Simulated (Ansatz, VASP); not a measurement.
**One calculation of SnO, two programs**

The input POSCAR:

```
SnO
1.0
    3.7926488416      0.0000000000      0.0000000000
    0.0000000000      3.7926488416      0.0000000000
    0.0000000000      0.0000000000      4.9828014790
Sn O
2 2
Direct
    0.5000000000      0.0000000000      0.2315746403
    0.0000000000      0.5000000000      0.7684253597
    0.0000000000      0.0000000000      0.0000000000
    0.5000000000      0.5000000000      0.0000000000
```

INCAR.step1

```
PREC = Accurate
ENCUT = 910
ISMEAR = 0
SIGMA = 0.01
LREAL = False
LASPH = True
NELM = 120
NBANDS = 28
GGA = PE
ALGO = Normal
EDIFF = 1E-5
LWAVE = True
LCHARG = False
GGA_COMPAT = False
```

Contents of INCAR.step2:

```
PREC = Accurate
ENCUT = 910
EDIFF = 1E-6
ISMEAR = 0
SIGMA = 0.01
LREAL = False
LASPH = True
NELM = 120
ALGO = Normal
ISIF = 2
LWAVE = False
LCHARG = False
METAGGA = R2SCAN
LMIXTAU = True
NBANDS = 28
ISTART = 1
GGA_COMPAT = False
```

KPOINTS

```
Automatic mesh
0
Gamma
  6 6 6
```

Input for Ansatz:

```yaml
crystal:
  lattice:
    - [3.7926488416, 0.0, 0.0]
    - [0.0, 3.7926488416, 0.0]
    - [0.0, 0.0, 4.982801479]
  atoms:
    - { symbol: Sn, position: [0.5, 0.0, 0.2315746403] }
    - { symbol: Sn, position: [0.0, 0.5, 0.7684253597] }
    - { symbol: O, position: [0.0, 0.0, 0.0] }
    - { symbol: O, position: [0.5, 0.5, 0.0] }
kpoints:
  mp_grid: { grid: [6, 6, 6] }
  band_path:
    path:
      - [0.0, 0.0, 0.0]
      - [0.0, 0.5, 0.0]
      - [0.5, 0.5, 0.0]
      - [0.0, 0.0, 0.5]
      - [0.0, 0.5, 0.5]
      - [0.5, 0.5, 0.5]
      - [-0.036458, -0.036458, 0.0]
    npoints: 1
hamiltonian:
  xc: r2scan
scf:
  occupations: { method: fixed }
  n_extra_bands: 5
output:
  forces: true
  stress: true
  eigenvalues: true
  write_density: true
  write_potential: true
  elf: true
  volumetric_format: npy
```

Change from the starting cell: uniaxial_z strain +4.7%.

Alike in both runs: task single point; functional r2SCAN; k mesh 6 × 6 × 6; no spin polarisation.

|  | VASP | Ansatz |
| --- | --- | --- |
| version | VASP 6.6.1 | Ansatz 0.2.0 |
| potentials or method | VASP PAW PBE potentials, release 64 (Sn_d, O_h) | plane waves, PAW |
| plane-wave cutoff (eV) | 910 | 500 |
| occupations | gaussian, width 0.01 eV | fixed |
| valence electrons in the cell | 40 | 40 |

|  | VASP | Ansatz | Ansatz less VASP |
| --- | --- | --- | --- |
| gap on the k mesh at the Fermi level (eV) | 0.35 | 0.35 | -0.006 |
| rms of the force components (eV/Å) | 0.048 | 0.007 | -0.0413 |

VASP's potentials were made for PBE, not for r2SCAN. Atom by atom the forces differ by 0.055 eV/Å (rms over components).

Noted on VASP's run: the cutoff is short for stress, so the pressure is rough.
